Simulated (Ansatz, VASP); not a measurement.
**One calculation of Pt, two programs**

```
CELL_PARAMETERS angstrom
2.76067 0.00000 0.00000
-1.38033 2.39081 0.00000
0.00000 0.00000 4.60045
ATOMIC_POSITIONS crystal
Pt 0.66667 0.33333 0.75000
Pt 0.33333 0.66667 0.25000
```

Change from the starting cell: strain +0.000 along x and y, -0.040 along z, atoms carried along.

Alike in both runs: task single point; functional r2SCAN; k mesh 18 × 18 × 10; occupations gaussian, width 0.15 eV; no spin polarisation.

```csv
,VASP,Ansatz
version,VASP 6.6.1,Ansatz 0.2.0
potentials or method,"VASP PAW PBE potentials, release 64 (Pt), cutoff 520 eV","scalar-relativistic, plane waves, PAW"
valence electrons in the cell,20,36
```

```csv
,VASP,Ansatz,Ansatz less VASP
gap on the k mesh at the Fermi level (eV),none,none,-
pressure (GPa),4.4,3.6,-0.75
"traceless stress, the component that is largest in VASP (GPa)",5.20,5.33,+0.136
```

VASP's potentials were made for PBE, not for r2SCAN. A gap of «none» marks a metal or a gap that the smearing closes. VASP's potentials hold 20 valence electrons a cell and Ansatz's 36, so a difference there can come from the potentials and not from the codes.

Neither program's run includes spin-orbit coupling.
